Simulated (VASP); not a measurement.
Au:

```
Au
1.0
     2.91696    0.00000    0.00000
    -1.45848    2.52616    0.00000
     0.00000    0.00000    4.89003
Au
2
Cartesian
  0.0000 1.6841 3.6675
  1.4585 0.8421 1.2225
```

* Program: VASP 6.6.1
* Task: relaxation of cell and atoms
* Functional: LDA
* Potentials or basis: VASP PAW LDA potentials, release 64 (Au)
* Cutoff: 600 eV
* k mesh: 18 × 18 × 10
* Occupations: gaussian, width 0.1 eV
* Spin: no spin polarisation

At the start: pressure -11.9 GPa; volume 18.02 Å³/atom.

Task: How do energy, volume and symmetry change on relaxing?

Result: Over 14 steps the energy falls by 56.0 meV/atom and the volume is 16.64 Å³/atom (-7.6 %); space group P6_3/mmc (No. 194, to 0.05 Å).

Step by step:
```
step  energy change (eV)  largest force (eV/Å)  pressure (GPa)  volume (Å³)
   1              0.0000                0.0000          -11.89        36.03
   2              0.2223                0.0000           32.49        29.50
   3             -0.1118                0.0000           -0.71        33.37
   4             -0.1119                0.0000            0.08        33.27
   5             -0.1119                0.0000           -0.17        33.30
   6             -0.1119                0.0000           -0.12        33.31
   7             -0.1120                0.0000           -0.02        33.29
   8             -0.1120                0.0000            0.05        33.28
   9             -0.1120                0.0000            0.04        33.27
  10             -0.1120                0.0000            0.07        33.26
  11             -0.1120                0.0000            0.07        33.27
  12             -0.1120                0.0000            0.07        33.27
  13             -0.1120                0.0000            0.06        33.27
  14             -0.1120                0.0000           -0.01        33.29
```

Final structure:
```
Au
1.0
     2.84351    0.00000    0.00000
    -1.42176    2.46255    0.00000
     0.00000    0.00000    4.75404
Au
2
Direct
  0.33333 0.66667 0.75000
  0.66667 0.33333 0.25000
```
